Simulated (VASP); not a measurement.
A run of VASP 6.6.1 is set up as follows.

INCAR

```
SYSTEM = Ta
ALGO = Normal ; EDIFF = 1E-6
ENCUT = 520 ; GGA = PE
ISIF = 2 ; ISMEAR = -1
LASPH = .TRUE. ; LCHARG = .TRUE.
LELF = .TRUE. ; LREAL = .FALSE.
LVHAR = .TRUE. ; LWAVE = .FALSE.
NBANDS = 18 ; NELM = 60
PREC = Accurate ; SIGMA = 0.05
```

The input KPOINTS:

```
k-points
0
G
  9 9 9
  0 0 0
```

Contents of POSCAR:

```
Ta
1.0
    0.0000000000      2.8397911140      2.8397911140
    2.8397911140      0.0000000000      2.8397911140
    2.8397911140      2.8397911140      0.0000000000
Ta
2
Direct
   -0.1700000000     -0.1100000000     -0.1100000000
    0.1700000000      0.1100000000      0.1100000000
```

Potentials or basis: VASP PAW PBE potentials, release 64 (Ta_pv).

Command:

```sh
$ cat potpaw_PBE.64/Ta_pv/POTCAR > POTCAR
$ mpirun -np 1 vasp_std > vasp.out
```

Question: What does it give for the pressure?

Answer: 25.1 GPa.

Question: Predict the largest force.

Answer: 3.213 eV/Å.

Question: Predict the band gap on the k mesh.

Answer: Zero (bands 11 and 12 overlap by 1.44 eV).

Stress tensor (GPa, compression positive):
```
 25.07 -17.90 -17.90
-17.90  25.07  17.90
-17.90  17.90  25.07
```

Caveat: the cell differs from its parent crystal (shortest bond scaled by 0.88); the cell stands under pressure; spin-orbit coupling is left out, which moves the levels of the heavy elements; forces of over 1 eV/Å act on the atoms, so gaps and moduli don't describe the material at rest.
